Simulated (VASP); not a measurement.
# MnRe3 (Pm-3m) in VASP: notebook

MnRe3 is run at these levels: PBE; tasks: single point, relaxation of cell and atoms.

All numbers are computed with VASP 6.6.1; they aren't measurements. Logs are shortened: lines on timing, memory, paths and dates and some standing lists are left out, and cuts for length are marked.

## Step 1: The cell of the first run

The structure is cubic, space group Pm-3m (No. 221). The conventional cell has a = 3.839 Å, b = 3.839 Å, c = 3.839 Å, α = 90.00°, β = 90.00°, γ = 90.00°. Mn (site symmetry m-3m) has 12 Re at 2.71 Å within 3.6 Å. Within 3.6 Å of Re (site symmetry 4/mmm) lie 4 Mn at 2.71 Å and 8 Re at 2.71 Å.

## Step 2: Single point, PBE, collinear spin, ferromagnetic start

File INCAR:

```
PREC = Accurate
ENCUT = 520
EDIFF = 1E-6
ISMEAR = 0
SIGMA = 0.1
LREAL = False
LASPH = True
NELM = 150
ALGO = Fast
ISIF = 2
LWAVE = False
LCHARG = False
ISPIN = 2
MAGMOM = 1.67 0 0 0
LORBIT = 11
LMAXMIX = 4
GGA = PE
NBANDS = 29
```

File KPOINTS:

```
Automatic mesh
0
Gamma
  4 4 4
```

File POSCAR:

```
MnRe3
1.0
    3.8388370699      0.0000000000      0.0000000000
    0.0000000000      3.8388370699      0.0000000000
    0.0000000000      0.0000000000      3.8388370699
Mn Re
1 3
Direct
    0.0000000000      0.0000000000      0.0000000000
    0.0000000000      0.5000000000      0.5000000000
    0.5000000000      0.0000000000      0.5000000000
    0.5000000000      0.5000000000      0.0000000000
```

Potentials or basis: VASP PAW PBE potentials, release 64 (Mn_pv, Re).

Started as:

```bash
$ cat potpaw_PBE.64/Mn_pv/POTCAR potpaw_PBE.64/Re/POTCAR > POTCAR
$ mpirun -np 1 vasp_std > vasp.out
```

OUTCAR:

```text
PREC = Accurate
   ENCUT = 520
   EDIFF = 1E-6
   ISMEAR = 0
   LREAL = False
   LASPH = True
   NELM = 150
   ISIF = 2
   ISPIN = 2
   LORBIT = 11
   GGA = PE

 ion  position               nearest neighbor table
   1  0.000  0.000  0.000-   2 2.71   3 2.71   4 2.71   2 2.71   3 2.71   2 2.71   4 2.71   2 2.71
                             3 2.71   4 2.71   3 2.71   4 2.71
   2  0.000  0.500  0.500-   1 2.71   3 2.71   4 2.71   1 2.71   4 2.71   1 2.71   3 2.71   1 2.71
                             3 2.71   4 2.71   4 2.71   3 2.71
   3  0.500  0.000  0.500-   1 2.71   2 2.71   4 2.71   1 2.71   4 2.71   2 2.71   4 2.71   4 2.71
                             1 2.71   2 2.71   1 2.71   2 2.71
   4  0.500  0.500  0.000-   1 2.71   2 2.71   3 2.71   2 2.71   3 2.71   1 2.71   3 2.71   3 2.71
                             1 2.71   2 2.71   2 2.71   1 2.71

  LATTYP: Found a simple cubic cell.
 ALAT       =     3.8388370699

  Lattice vectors:

 A1 = (   3.8388370699,   0.0000000000,   0.0000000000)
 A2 = (   0.0000000000,   3.8388370699,   0.0000000000)
 A3 = (   0.0000000000,   0.0000000000,   3.8388370699)

Analysis of symmetry for initial positions (statically):
=====================================================================
 Subroutine PRICEL returns:
 Original cell was already a primitive cell.

 Routine SETGRP: Setting up the symmetry group for a
 simple cubic supercell.

 Subroutine GETGRP returns: Found 48 space group operations
 (whereof 48 operations were pure point group operations)
 out of a pool of 48 trial point group operations.

The static configuration has the point symmetry O_h .

Analysis of symmetry for dynamics (positions and initial velocities):
=====================================================================
 Subroutine PRICEL returns:
 Original cell was already a primitive cell.

 Routine SETGRP: Setting up the symmetry group for a
 simple cubic supercell.

 Subroutine GETGRP returns: Found 48 space group operations
 (whereof 48 operations were pure point group operations)
 out of a pool of 48 trial point group operations.

The dynamic configuration has the point symmetry O_h .

Analysis of structural, dynamic, and magnetic symmetry:
=====================================================================
 Subroutine PRICEL returns:
 Original cell was already a primitive cell.

 Routine SETGRP: Setting up the symmetry group for a
 simple cubic supercell.

 Subroutine GETGRP returns: Found 48 space group operations
 (whereof 48 operations were pure point group operations)
 out of a pool of 48 trial point group operations.

The overall configuration has the point symmetry O_h .

 Subroutine INISYM returns: Found 48 space group operations
 (whereof 48 operations are pure point group operations),
 and found     1 'primitive' translations

----------------------------------------------------------------------------------------

                                     Primitive cell

  volume of cell :      56.5717

  direct lattice vectors                    reciprocal lattice vectors
     3.838837070  0.000000000  0.000000000     0.260495557  0.000000000  0.000000000
     0.000000000  3.838837070  0.000000000     0.000000000  0.260495557  0.000000000
     0.000000000  0.000000000  3.838837070     0.000000000  0.000000000  0.260495557

  length of vectors
     3.838837070  3.838837070  3.838837070     0.260495557  0.260495557  0.260495557

  position of ions in fractional coordinates (direct lattice)
     0.000000000  0.000000000  0.000000000
     0.000000000  0.500000000  0.500000000
     0.500000000  0.000000000  0.500000000
     0.500000000  0.500000000  0.000000000

  ion indices of the primitive-cell ions
   primitive index   ion index
                 1           1
                 2           2
                 3           3
                 4           4
[... 21 lines left out ...]

 Subroutine IBZKPT returns following result:
 ===========================================

 Found     10 irreducible k-points:

 Following reciprocal coordinates:
            Coordinates               Weight
  0.000000  0.000000  0.000000      1.000000
  0.250000  0.000000  0.000000      6.000000
  0.500000  0.000000  0.000000      3.000000
  0.250000  0.250000  0.000000     12.000000
  0.500000  0.250000  0.000000     12.000000
  0.500000  0.500000  0.000000      3.000000
  0.250000  0.250000  0.250000      8.000000
  0.500000  0.250000  0.250000     12.000000
  0.500000  0.500000  0.250000      6.000000
  0.500000  0.500000  0.500000      1.000000
   k-points           NKPTS =     10   k-points in BZ     NKDIM =     10   number of bands    NBANDS=     29
   number of dos      NEDOS =    301   number of ions     NIONS =      4
   total plane-waves  NPLWV =  27000
   dimension x,y,z NGX =    30 NGY =   30 NGZ =   30
   dimension x,y,z NGXF=    60 NGYF=   60 NGZF=   60
   ions per type =               1   3
   NGX,Y,Z   is equivalent  to a cutoff of  12.99, 12.99, 12.99 a.u.
   NGXF,Y,Z  is equivalent  to a cutoff of  25.98, 25.98, 25.98 a.u.
 SYSTEM =  unknown system
   PREC   = accura    normal or accurate (medium, high low for compatibility)
   ISTART =      0    job   : 0-new  1-cont  2-samecut
   ICHARG =      2    charge: 1-file 2-atom 10-const
   ISPIN  =      2    spin polarized calculation?
   LNONCOLLINEAR =      F non collinear calculations
   LSORBIT =      F    spin-orbit coupling
   LASPH  =      T    aspherical Exc in radial PAW
   ENCUT  =  520.0 eV  38.22 Ry    6.18 a.u.   7.14  7.14  7.14*2*pi/ulx,y,z
   NELM   =    150;   NELMIN=  2; NELMDL= -5     # of ELM steps
   EDIFF  = 0.1E-05   stopping-criterion for ELM
   LREAL  =      F    real-space projection
   EDIFFG = 0.1E-04   stopping-criterion for IOM
   NSW    =      0    number of steps for IOM
   IBRION =     -1    ionic relax: 0-MD 1-quasi-New 2-CG
   NFREE  =      0    steps in history (QN), initial steepest desc. (CG)
   ISIF   =      2    stress and relaxation
   ISYM   =      2    0-nonsym 1-usesym 2-fastsym
   POTIM  = 0.5000    time-step for ionic-motion
   TEBEG  =    0.0;   TEEND  =   0.0 temperature during run
   PSTRESS=    0.0 pullay stress
   NELECT =      34.0000    total number of electrons
   NUPDOWN=      -1.0000    fix difference up-down
   EMIN   =  10.00;   EMAX   =-10.00  energy-range for DOS
   EFERMI =   0.00;   METHOD = LEGACY
   ISMEAR =     0;   SIGMA  =   0.10  broadening in eV -4-tet -1-fermi 0-gaus
   EFERMI_NEDOS =   21; number of points for ismear=-14 and -15
   IALGO  =     68    algorithm
   IMIX   =      4    mixing-type and parameters
     AMIX     =   0.40;   BMIX     =  1.00
     AMIX_MAG =   1.60;   BMIX_MAG =  1.00
  volume/ion in A,a.u.               =      14.14        95.44
  Fermi-wavevector in a.u.,A,eV,Ry     =   1.381555  2.610760 25.969355  1.908694
  Thomas-Fermi vector in A             =   2.506328
   LORBIT       =     11    0 simple, 1 ext, 2 COOP (PROOUT), +10 PAW based schemes
   GGA     = PE    functional components
   LHFCALC =     F    Hartree Fock is set to
   AEXX    =    0.0000 exact exchange contribution
   IVDW    =     0    specifies the selected vdW correction
   LEPSILON=     F    determine dielectric tensor
   LRPA    =     F    only Hartree local field effects (RPA)
 spin polarized calculation
 RMM-DIIS sequential band-by-band and
 Gauss-broadening in eV      SIGMA  =   0.10
  energy-cutoff  :      520.00
  volume of cell :       56.57
 maximum number of plane-waves:      1568
 NGX is ok and might be reduce to    30
   NGX = 15   NGY = 15   NGZ = 15

 number of electron      34.0000002 magnetization      -0.0003805

 number of electron      34.0000002 magnetization       0.0001350

 Free energy of the ion-electron system (eV)
  ---------------------------------------------------
  ext. energy  EPLUGINS =         0.00000000
  ---------------------------------------------------
  free energy    TOTEN  =       -45.83903586 eV

  energy without entropy =      -45.78832535  energy(sigma->0) =      -45.81368061

 E-fermi :   8.3294     XC(G=0): -13.6079

 val. band max:        8.3128030947   @ k =   0.2500   0.2500   0.2500
 cond. band min:       8.3407475822   @ k =   0.5000   0.0000   0.0000
 fundamental gap:      0.0279444874
 Fermi energy:         8.3293801632

 spin component 1

 k-point     1 :       0.0000    0.0000    0.0000
  band No.  band energies     occupation
      1     -39.5359      1.00000
      2     -39.5359      1.00000
      3     -39.5359      1.00000
      4      -1.4252      1.00000
      5       1.3527      1.00000
      6       2.4673      1.00000
[... 309 lines left out ...]
     28      17.7317      0.00000
     29      17.7394      0.00000
 Fermi energy:         8.3293801632

 spin component 2

 k-point     1 :       0.0000    0.0000    0.0000
  band No.  band energies     occupation
      1     -39.5359      1.00000
      2     -39.5359      1.00000
      3     -39.5359      1.00000
      4      -1.4252      1.00000
      5       1.3527      1.00000
      6       2.4674      1.00000
[... 309 lines left out ...]
     28      17.7317      0.00000
     29      17.7341      0.00000

------------------------ aborting loop because EDIFF is reached ----------------------------------------

  FORCE on cell =-STRESS in cart. coord.  units (eV):
  Direction    XX          YY          ZZ          XY          YZ          ZX
  --------------------------------------------------------------------------------------
  -------------------------------------------------------------------------------------
  Total       -0.9665764     -0.9665764     -0.9665764      0.0000000      0.0000000      0.0000000
  in kB      -27.3745974    -27.3745974    -27.3745974      0.0000000      0.0000000      0.0000000
  external PRESSURE =     -27.3745974 kB  Pullay stress =       0.0000000 kB

 VOLUME and BASIS-vectors are now :
 -----------------------------------------------------------------------------
  energy-cutoff  :      520.00
  volume of cell :       56.57
      direct lattice vectors                 reciprocal lattice vectors
     3.838837070  0.000000000  0.000000000     0.260495557  0.000000000  0.000000000
     0.000000000  3.838837070  0.000000000     0.000000000  0.260495557  0.000000000
     0.000000000  0.000000000  3.838837070     0.000000000  0.000000000  0.260495557

 POSITION                                       TOTAL-FORCE (eV/Angst)
 -----------------------------------------------------------------------------------
      0.00000      0.00000      0.00000         0.000000      0.000000      0.000000
      0.00000      1.91942      1.91942         0.000000      0.000000      0.000000
      1.91942      0.00000      1.91942         0.000000      0.000000      0.000000
      1.91942      1.91942      0.00000         0.000000      0.000000      0.000000
 -----------------------------------------------------------------------------------
    total drift:                               -0.000000     -0.000000     -0.000000

  FREE ENERGIE OF THE ION-ELECTRON SYSTEM (eV)
  ---------------------------------------------------
  free  energy   TOTEN  =       -45.8390358636 eV

  energy  without entropy=      -45.7883253535  energy(sigma->0) =      -45.81368061

 total charge

# of ion       s       p       d       tot
------------------------------------------
    1        0.356   6.360   5.125  11.841
    2        0.634   0.654   4.812   6.100
    3        0.634   0.654   4.812   6.100
    4        0.634   0.654   4.812   6.100
--------------------------------------------------
tot          2.258   8.323  19.561  30.142

 magnetization (x)

# of ion       s       p       d       tot
------------------------------------------
    1        0.000  -0.000   0.000   0.000
    2        0.000   0.000  -0.000  -0.000
    3        0.000   0.000  -0.000  -0.000
    4        0.000   0.000  -0.000  -0.000
--------------------------------------------------
tot          0.000  -0.000  -0.000  -0.000
```

Wall time 50 s (1 thread of AMD EPYC 9R45 (Zen 5), shared host); peak memory 0.17 GiB.

What came out:

| Property | Result |
| --- | --- |
| Free energy | -45.8390 eV |
| Pressure | -2.7 GPa |
| Band gap on the k mesh | zero (filled and empty bands overlap) |
| Net moment | 0.00 μB per cell |
| Valence electrons inside the program's atomic spheres | Mn 11.84; Re 6.10 |

Levels at points of the mesh, in eV from the Fermi level:
Spin up:
| k point | band 13 | band 14 | band 15 | band 16 | band 17 | band 18 | band 19 | band 20 |
| --- | --- | --- | --- | --- | --- | --- | --- | --- |
| (0.00, 0.00, 0.00) | -1.55 | 0.70 | 0.70 | 2.55 | 2.55 | 2.55 | 2.73 | 2.73 |
| (0.50, 0.00, 0.00) | -2.56 | -1.14 | -1.02 | 0.01 | 0.04 | 0.04 | 0.47 | 0.47 |
| (0.50, 0.50, 0.00) | -2.58 | -2.58 | -1.83 | -0.38 | -0.36 | -0.36 | -0.27 | 0.40 |
| (0.50, 0.50, 0.50) | -1.77 | -1.34 | -1.34 | 0.10 | 0.10 | 0.10 | 0.33 | 2.19 |
Spin down:
```csv
k point,band 14,band 15,band 16,band 17,band 18,band 19
"(0.00, 0.00, 0.00)",0.70,0.70,2.55,2.55,2.55,2.73
"(0.50, 0.00, 0.00)",-1.14,-1.02,0.01,0.04,0.04,0.47
"(0.50, 0.50, 0.00)",-2.58,-1.83,-0.38,-0.36,-0.36,-0.27
"(0.50, 0.50, 0.50)",-1.34,-1.34,0.10,0.10,0.10,0.33
```

Caveat: the k points lie up to 0.41 Å⁻¹ apart, too coarse for converged energies and pressures of a metal; spin-orbit coupling is left out, which moves the levels of the heavy elements.

(Part 1 of 2 ends here.)
